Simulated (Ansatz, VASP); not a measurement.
# Ga2PdS2 in VASP and in Ansatz

INCAR

```
SYSTEM = Ga2PdS2
ALGO = Normal
EDIFF = 1E-6
EDIFFG = -0.08
ENCUT = 600
GGA = PE
IBRION = 2
ISIF = 3
ISMEAR = 0
LASPH = .True.
LCHARG = .False.
LREAL = .False.
LWAVE = .False.
NELM = 100
NSW = 36
PREC = Accurate
SIGMA = 0.15
```

Contents of KPOINTS:

```
k-points
0
Gamma
  2 2 3
  0 0 0
```

The input POSCAR:

```
Ga2PdS2
1.0
    6.6756661500      0.0000000000      0.0000000000
    0.0000000000      6.6756661500      0.0000000000
    0.0000000000      0.0000000000      3.7937322500
Ga Pd S
4 2 4
Direct
    0.8841900100      0.3841900100      0.0000000000
    0.3841900100      0.1158099900      0.0000000000
    0.1158099900      0.6158099900      0.0000000000
    0.6158099900      0.8841900100      0.0000000000
    0.0000000000      0.0000000000      0.0000000000
    0.5000000000      0.5000000000      0.0000000000
    0.1779100000      0.3220900000      0.5000000000
    0.6779100000      0.1779100000      0.5000000000
    0.3220900000      0.8220900000      0.5000000000
    0.8220900000      0.6779100000      0.5000000000
```

Input for Ansatz:

```yaml
crystal:
  lattice:
    - [6.67566615, 0.0, 0.0]
    - [0.0, 6.67566615, 0.0]
    - [0.0, 0.0, 3.79373225]
  atoms:
    - { symbol: Ga, position: [0.88419001, 0.38419001, 0.0] }
    - { symbol: Ga, position: [0.38419001, 0.11580999, 0.0] }
    - { symbol: Ga, position: [0.11580999, 0.61580999, 0.0] }
    - { symbol: Ga, position: [0.61580999, 0.88419001, 0.0] }
    - { symbol: Pd, position: [0.0, 0.0, 0.0] }
    - { symbol: Pd, position: [0.5, 0.5, 0.0] }
    - { symbol: S, position: [0.17791, 0.32209, 0.5] }
    - { symbol: S, position: [0.67791, 0.17791, 0.5] }
    - { symbol: S, position: [0.32209, 0.82209, 0.5] }
    - { symbol: S, position: [0.82209, 0.67791, 0.5] }
basis:
  ecutwfc: 420
kpoints:
  mp_grid: { grid: [2, 2, 3] }
hamiltonian:
  xc: pbe
scf:
  occupations: { method: gaussian, width: 0.15 }
  lower_state_search: "off"
output:
  forces: true
  stress: true
  eigenvalues: true
relax:
  adjacent_minimum: "off"
  f_tol: 0.08
  max_steps: 16
  cell: { stress_tol: 0.8 }
```

Change from the starting cell: species swapped into the FeB2W2 type (P4/mbm, No. 127).

Alike in both runs: task relaxation of cell and atoms; functional PBE; k mesh 2 × 2 × 3; occupations gaussian, width 0.15 eV; no spin polarisation.

|  | VASP | Ansatz |
| --- | --- | --- |
| version | VASP 6.6.1 | Ansatz 0.2.0 |
| potentials or method | VASP PAW PBE potentials, release 64 (Ga_d, Pd, S), cutoff 600 eV | scalar-relativistic, plane waves, PAW |
| valence electrons in the cell | 96 | 112 |

VASP gave:

* relaxed volume (Å³/atom): 18.55
* relaxed cell length with the largest relative difference (Å): 7.125

Question: Estimate Ansatz's values.

Answer: Relaxed volume (Å³/atom): 18.36; relaxed cell length with the largest relative difference (Å): 7.073.

VASP's potentials hold 96 valence electrons a cell and Ansatz's 112, so a difference there can come from the potentials and not from the codes.

The k mesh is coarse, so the values compare programs but aren't converged.
